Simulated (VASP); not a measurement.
# TiO (P-6m2) in VASP: notebook, part 2 of 2

VASP 6.6.1. Earlier steps stand in the parts before.

## Step 3: Single point, PBEsol

This run uses another cell than the first one, of 8.83 Å³/atom.

INCAR reads:

```
SYSTEM = TiO
PREC = Accurate
ENCUT = 520
EDIFF = 1E-6
ISMEAR = 0
SIGMA = 0.15
LREAL = .False.
LASPH = .True.
NELM = 60
ALGO = Normal
ISIF = 2
LWAVE = .False.
LCHARG = .False.
GGA = PS
NBANDS = 16
```

KPOINTS reads:

```
Automatic mesh
0
Gamma
  18 18 16
  0 0 0
```

POSCAR reads:

```
TiO
1.0
    2.6492000000      0.0000000000      0.0000000000
   -1.3246000000      2.2942744997      0.0000000000
    0.0000000000      0.0000000000      2.9055000000
Ti O
1 1
Direct
    0.6666666667      0.3333333333      0.0000000000
    0.0000000000      0.0000000000      0.5000000000
```

Potentials or basis: VASP PAW PBE potentials, release 64 (Ti_sv, O).

Started as:

```bash
$ cat potpaw_PBE.64/Ti_sv/POTCAR potpaw_PBE.64/O/POTCAR > POTCAR
$ mpirun -np 1 vasp_std > vasp.out
```

OUTCAR:

```text
SYSTEM = TiO
   PREC = Accurate
   ENCUT = 520
   EDIFF = 1E-6
   ISMEAR = 0
   LREAL = .False.
   LASPH = .True.
   NELM = 60
   ISIF = 2
   GGA = PS

 ion  position               nearest neighbor table
   1  0.667  0.333  0.000-   2 2.11   2 2.11   2 2.11   2 2.11   2 2.11   2 2.11
   2  0.000  0.000  0.500-   1 2.11   1 2.11   1 2.11   1 2.11   1 2.11   1 2.11

  LATTYP: Found a hexagonal cell.
 ALAT       =     2.6492000000
 C/A-ratio  =     1.0967461875

  Lattice vectors:

 A1 = (   2.6492000000,   0.0000000000,   0.0000000000)
 A2 = (  -1.3246000000,   2.2942744997,   0.0000000000)
 A3 = (   0.0000000000,   0.0000000000,   2.9055000000)

Analysis of symmetry for initial positions (statically):
=====================================================================
 Subroutine PRICEL returns:
 Original cell was already a primitive cell.

 Routine SETGRP: Setting up the symmetry group for a
 hexagonal supercell.

 Subroutine GETGRP returns: Found 12 space group operations
 (whereof 12 operations were pure point group operations)
 out of a pool of 24 trial point group operations.

The static configuration has the point symmetry D_3h.

Analysis of symmetry for dynamics (positions and initial velocities):
=====================================================================
 Subroutine PRICEL returns:
 Original cell was already a primitive cell.

 Routine SETGRP: Setting up the symmetry group for a
 hexagonal supercell.

 Subroutine GETGRP returns: Found 12 space group operations
 (whereof 12 operations were pure point group operations)
 out of a pool of 24 trial point group operations.

The dynamic configuration has the point symmetry D_3h.

 Subroutine INISYM returns: Found 12 space group operations
 (whereof 12 operations are pure point group operations),
 and found     1 'primitive' translations

----------------------------------------------------------------------------------------

                                     Primitive cell

[... 105 lines left out ...]
   ISMEAR =     0;   SIGMA  =   0.15  broadening in eV -4-tet -1-fermi 0-gaus
   EFERMI_NEDOS =   21; number of points for ismear=-14 and -15
   IALGO  =     38    algorithm
   IMIX   =      4    mixing-type and parameters
     AMIX     =   0.40;   BMIX     =  1.00
     AMIX_MAG =   1.60;   BMIX_MAG =  1.00
  volume/ion in A,a.u.               =       8.83        59.59
  Fermi-wavevector in a.u.,A,eV,Ry     =   1.647550  3.113418 36.931950  2.714422
  Thomas-Fermi vector in A             =   2.736990
   LORBIT       =      0    0 simple, 1 ext, 2 COOP (PROOUT), +10 PAW based schemes
   GGA     = PS    functional components
   LHFCALC =     F    Hartree Fock is set to
   AEXX    =    0.0000 exact exchange contribution
   IVDW    =     0    specifies the selected vdW correction
   LEPSILON=     F    determine dielectric tensor
   LRPA    =     F    only Hartree local field effects (RPA)
 non-spin polarized calculation
 Gauss-broadening in eV      SIGMA  =   0.15
  energy-cutoff  :      520.00
  volume of cell :       17.66
 maximum number of plane-waves:       492
 NGX is ok and might be reduce to    20
   NGX =  9   NGY =  9   NGZ = 11

 number of electron      17.9999998 magnetization

 Free energy of the ion-electron system (eV)
  ---------------------------------------------------
  ext. energy  EPLUGINS =         0.00000000
  ---------------------------------------------------
  free energy    TOTEN  =       -18.57632696 eV

  energy without entropy =      -18.57598060  energy(sigma->0) =      -18.57615378

 E-fermi :  12.3115     XC(G=0): -13.6359

 val. band max:       12.2728448505   @ k =   0.0000   0.0000   0.4375
 cond. band min:      12.3599152734   @ k =   0.3333   0.3333   0.0000
 fundamental gap:      0.0870704230
 Fermi energy:        12.3115253403

 k-point     1 :       0.0000    0.0000    0.0000
  band No.  band energies     occupation
      1     -45.0810      2.00000
      2     -21.4183      2.00000
      3     -20.7227      2.00000
      4     -20.7227      2.00000
      5      -9.8522      2.00000
      6       6.4540      2.00000
[... 433 lines left out ...]
      3     -21.1879      2.00000
      4     -21.1109      2.00000
      5      -8.0712      2.00000
      6       3.2286      2.00000
[... 8 lines left out ...]
     15      26.1853      0.00000
     16      28.1710      0.00000

 [... further k-points ...]
[... 5 lines left out ...]
  --------------------------------------------------------------------------------------
  -------------------------------------------------------------------------------------
  Total        3.4487909      3.4487909     -0.9829050      0.0000000     -0.0000000      0.0000000
  in kB      312.8934275    312.8934275    -89.1745868      0.0000000     -0.0000000      0.0000000
  external PRESSURE =     178.8707561 kB  Pullay stress =       0.0000000 kB

 VOLUME and BASIS-vectors are now :
 -----------------------------------------------------------------------------
  energy-cutoff  :      520.00
  volume of cell :       17.66
      direct lattice vectors                 reciprocal lattice vectors
     2.649200000  0.000000000  0.000000000     0.377472445  0.217933817  0.000000000
    -1.324600000  2.294274500  0.000000000     0.000000000  0.435867635  0.000000000
     0.000000000  0.000000000  2.905500000     0.000000000  0.000000000  0.344174841

 POSITION                                       TOTAL-FORCE (eV/Angst)
 -----------------------------------------------------------------------------------
      1.32460      0.76476      0.00000         0.000000      0.000000      0.000000
      0.00000      0.00000      1.45275        -0.000000      0.000000      0.000000
 -----------------------------------------------------------------------------------
    total drift:                               -0.000001      0.000000      0.000000

  FREE ENERGIE OF THE ION-ELECTRON SYSTEM (eV)
  ---------------------------------------------------
  free  energy   TOTEN  =       -18.5763269631 eV

  energy  without entropy=      -18.5759805992  energy(sigma->0) =      -18.57615378
```

stdout:

```text
POSCAR found type information on POSCAR TiO
 POSCAR found :  2 types and       2 ions
 scaLAPACK will be used
 -----------------------------------------------------------------------------
|                                                                             |
|                                                                             |
|     You enforced a specific xc type in the INCAR file but a different       |
|     I HOPE YOU KNOW WHAT YOU ARE DOING!                                     |
|                                                                             |
 -----------------------------------------------------------------------------

 LDA part: xc-table for (Slater+PW92), standard interpolation
 POSCAR, INCAR and KPOINTS ok, starting setup
 FFT: planning ... GRIDC
 FFT: planning ... GRID_SOFT
 FFT: planning ... GRID
 WAVECAR not read
 entering main loop
```

It took 2.9 min on 1 thread of AMD EPYC 7R13, shared host; peak memory 0.17 GiB.

Results:

| Property | Result |
| --- | --- |
| Free energy | -18.5763 eV |
| Pressure | 17.9 GPa |
| Band gap on the k mesh | zero (filled and empty bands touch) |

Stress tensor (GPa, compression positive):
```
31.29  0.00  0.00
 0.00 31.29  0.00
 0.00  0.00 -8.92
```

Caveat: the stress differs along the axes, from -9 to 31 GPa; the PAW data sets were made with another functional, which shifts forces and pressure a little; semilocal functionals often make such compounds metallic where correlation or magnetic order opens a gap, which also shifts bond lengths.

## Step 4: Single point, PBEsol

This run uses another cell than the first one, of 8.79 Å³/atom.

INCAR reads:

```
SYSTEM = TiO
ALGO = Normal ; EDIFF = 1E-6
ENCUT = 520 ; GGA = PS
ISIF = 2 ; ISMEAR = 0
LASPH = .True. ; LCHARG = .True.
LELF = .True. ; LREAL = .False.
LVHAR = .True. ; LWAVE = .False.
NBANDS = 16 ; NELM = 60
PREC = Accurate ; SIGMA = 0.15
```

KPOINTS reads:

```
k-points
0
Gamma
  18 18 16
  0 0 0
```

POSCAR reads:

```
TiO
1.0
    2.6956000000      0.0000000000      0.0000000000
   -1.3478000000      2.3344580784      0.0000000000
    0.0000000000      0.0000000000      2.7937580351
Ti O
1 1
Direct
    0.6666666667      0.3333333333      0.0000000000
    0.0000000000      0.0000000000      0.5000000000
```

Started as:

```bash
$ cat potpaw_PBE.64/Ti_sv/POTCAR potpaw_PBE.64/O/POTCAR > POTCAR
$ mpirun -np 1 vasp_std > vasp.out
```

Wall time 2.9 min (1 thread of AMD EPYC 7R13, shared host); peak memory 0.17 GiB.

It converged, with:

```
Free energy            : -18.6776 eV
Pressure               : 20.4 GPa
Band gap on the k mesh : zero (bands 9 and 10 overlap by 0.10 eV)
```

Stress tensor (GPa, compression positive):
```
24.83  0.00  0.00
 0.00 24.83  0.00
 0.00  0.00 11.58
```

Levels at points of the mesh, in eV from the Fermi level:
```
           k point  band 5  band 6  band 7  band 8  band 9  band 10  band 11  band 12  band 13  band 14
(0.00, 0.00, 0.00)  -22.41   -5.79   -5.75   -5.75   -3.31     1.84     1.84     2.42     2.42     2.56
(0.50, 0.00, 0.00)  -20.74   -9.58   -7.15   -5.48   -2.80     1.80     2.56     3.09     3.54     7.12
(0.00, 0.00, 0.50)  -20.83   -9.80   -5.38   -5.38    0.02     0.02     0.65     2.30     2.30     7.83
(0.50, 0.00, 0.50)  -21.06   -8.44   -8.40   -6.92   -0.83     2.17     3.40     3.51     4.12     9.25
```

Caveat: the stress differs along the axes, from 12 to 25 GPa; the PAW data sets were made with another functional, which shifts forces and pressure a little; semilocal functionals often make such compounds metallic where correlation or magnetic order opens a gap, which also shifts bond lengths.

## Step 5: Single point, PBEsol

This run uses another cell than the first one, of 8.84 Å³/atom.

INCAR reads:

```
ALGO = Normal ; EDIFF = 1E-6
ENCUT = 520 ; GGA = PS
ISIF = 2 ; ISMEAR = 0
LASPH = True ; LCHARG = False
LREAL = False ; LWAVE = False
NBANDS = 16 ; NELM = 100
PREC = Accurate ; SIGMA = 0.15
```

KPOINTS reads:

```
k-points
0
Gamma
  18 18 16
```

POSCAR reads:

```
TiO
1.0
    2.8816000000      0.0000000000      0.0000000000
   -1.4408000000      2.4955388035      0.0000000000
    0.0000000000      0.0000000000      2.4585000000
Ti O
1 1
Direct
    0.6666666667      0.3333333333      0.0000000000
    0.0000000000      0.0000000000      0.5000000000
```

Started as:

```bash
$ cat potpaw_PBE.64/Ti_sv/POTCAR potpaw_PBE.64/O/POTCAR > POTCAR
$ mpirun -np 1 vasp_std > vasp.out
```

Run time: 2.7 min. Hardware: 1 thread of AMD EPYC 7R13, shared host; peak memory 0.18 GiB.

It converged, with:

```yaml
Free_energy: -18.2008 eV
Pressure: 27.7 GPa
Band_gap_on_the_k_mesh: zero (bands 9 and 10 overlap by 0.85 eV)
```

Stress tensor (GPa, compression positive):
```
 0.08  0.00  0.00
 0.00  0.08  0.00
 0.00  0.00 83.05
```

Levels at points of the mesh, in eV from the Fermi level:
| k point | band 6 | band 7 | band 8 | band 9 | band 10 | band 11 | band 12 | band 13 |
| --- | --- | --- | --- | --- | --- | --- | --- | --- |
| (0.00, 0.00, 0.00) | -7.19 | -7.19 | -4.64 | -3.22 | 1.27 | 2.55 | 2.55 | 2.76 |
| (0.50, 0.00, 0.00) | -9.60 | -6.39 | -5.68 | -2.87 | 1.27 | 2.41 | 2.76 | 3.66 |
| (0.00, 0.00, 0.50) | -10.19 | -6.55 | -6.55 | 0.12 | 0.12 | 1.31 | 1.31 | 2.67 |
| (0.50, 0.00, 0.50) | -9.04 | -8.13 | -7.90 | -0.05 | 1.81 | 2.85 | 3.70 | 4.02 |

Caveat: the stress differs along the axes, from 0 to 83 GPa; the PAW data sets were made with another functional, which shifts forces and pressure a little; semilocal functionals often make such compounds metallic where correlation or magnetic order opens a gap, which also shifts bond lengths.

## Step 6: Summary

```csv
cell,gap on the mesh (eV),pressure (GPa)
"a = 2.742, b = 2.742, c = 2.682 Å, angles 90.0, 90.0, 120.0°, 2 atoms",none,24.4
"a = 2.649, b = 2.649, c = 2.905 Å, angles 90.0, 90.0, 120.0°, 2 atoms",none,17.9
"a = 2.696, b = 2.696, c = 2.794 Å, angles 90.0, 90.0, 120.0°, 2 atoms",none,20.4
"a = 2.882, b = 2.882, c = 2.458 Å, angles 90.0, 90.0, 120.0°, 2 atoms",none,27.7
```

Alike in all rows: task single point; level PBEsol; potentials or basis VASP PAW PBE potentials, release 64 (Ti_sv, O); no spin polarisation; k mesh 18 × 18 × 16; cutoff (eV) 520; smearing gaussian 0.15 eV.

Caveats: the PAW data sets were made with another functional, which shifts forces and pressure a little; semilocal functionals often make such compounds metallic where correlation or magnetic order opens a gap, which also shifts bond lengths; the stress differs along the axes, from 19 to 35 GPa (at least some runs); the stress differs along the axes, from -9 to 31 GPa (at least some runs); the stress differs along the axes, from 12 to 25 GPa (at least some runs); the stress differs along the axes, from 0 to 83 GPa (at least some runs).

Absolute energies hang on the potentials; compare differences alone.

The gap in the log of VASP goes by the Fermi energy; the results here count the filled bands.